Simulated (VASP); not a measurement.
CO2, 12 atoms in the cell. The structure is orthorhombic, space group Pbca (No. 61). Conventional cell: a = 5.692 Å, b = 5.692 Å, c = 6.422 Å, α = 90.00°, β = 90.00°, γ = 90.00°. Within 1.5 Å of C (site symmetry -1) lie 2 O at 1.15 Å. O (site symmetry 1) has 1 C at 1.15 Å within 1.5 Å. 

| Property | Result |
| --- | --- |
| Program | VASP 6.6.1 |
| Task | single point |
| Functional | PBE |
| Potentials or basis | VASP PAW PBE potentials, release 64 (C, O) |
| Cutoff | 520 eV |
| k mesh | 4 × 4 × 4 |
| Occupations | gaussian, width 0.05 eV |
| Spin | no spin polarisation |
| Dipole correction | no |
| Further INCAR settings | ALGO = Normal; EDIFF = 1e-06; NBANDS = 44 |

Potentials or basis: VASP PAW PBE potentials, release 64 (C, O).

Command:

```sh
$ cat potpaw_PBE.64/C/POTCAR potpaw_PBE.64/O/POTCAR > POTCAR
$ mpirun -np 1 vasp_std > vasp.out
```

Hardware: 1 thread of Intel(R) Xeon(R) Platinum 8488C (Sapphire Rapids), on a shared host.

Question: How long does it take, and how much memory?

Answer: It took 110 s on 1 thread of Intel(R) Xeon(R) Platinum 8488C (Sapphire Rapids), on a shared host, peak memory 0.36 GiB. Counts: scf iterations 13, k points 27.
